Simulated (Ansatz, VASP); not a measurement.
# One calculation of Ca3Cl2, two programs

```
Ca Cl
1.0
     4.02196    0.00000    0.00000
    -2.01098    3.48312    0.00000
     0.00000    0.00000   13.16298
Ca Cl
3 2
Direct
  0.00000 0.00000 0.00000
  0.33333 0.66667 0.75414
  0.66667 0.33333 0.24586
  0.33333 0.66667 0.35793
  0.66667 0.33333 0.64207
```

Alike in both runs: functional PBE; k mesh 12 × 12 × 6; occupations gaussian, width 0.1 eV; no spin polarisation.

Ansatz relaxed the structure, and its values are those at the end. VASP's run is a single point on that final structure, the one shown.

|  | VASP | Ansatz |
| --- | --- | --- |
| version | VASP 6.6.1 | Ansatz 0.2.0 |
| potentials or method | VASP PAW PBE potentials, release 64 (Ca_sv, Cl), cutoff 520 eV | scalar-relativistic, plane waves, PAW |
| valence electrons in the cell | 44 | 44 |

|  | VASP | Ansatz | Ansatz less VASP |
| --- | --- | --- | --- |
| gap on the k mesh at the Fermi level (eV) | none | none | - |
| pressure (GPa) | 0.0 | 0.0 | -0.04 |
| rms of the force components (eV/Å) | 0.010 | 0.001 | -0.0087 |

A gap of «none» marks a metal or a gap that the smearing closes.
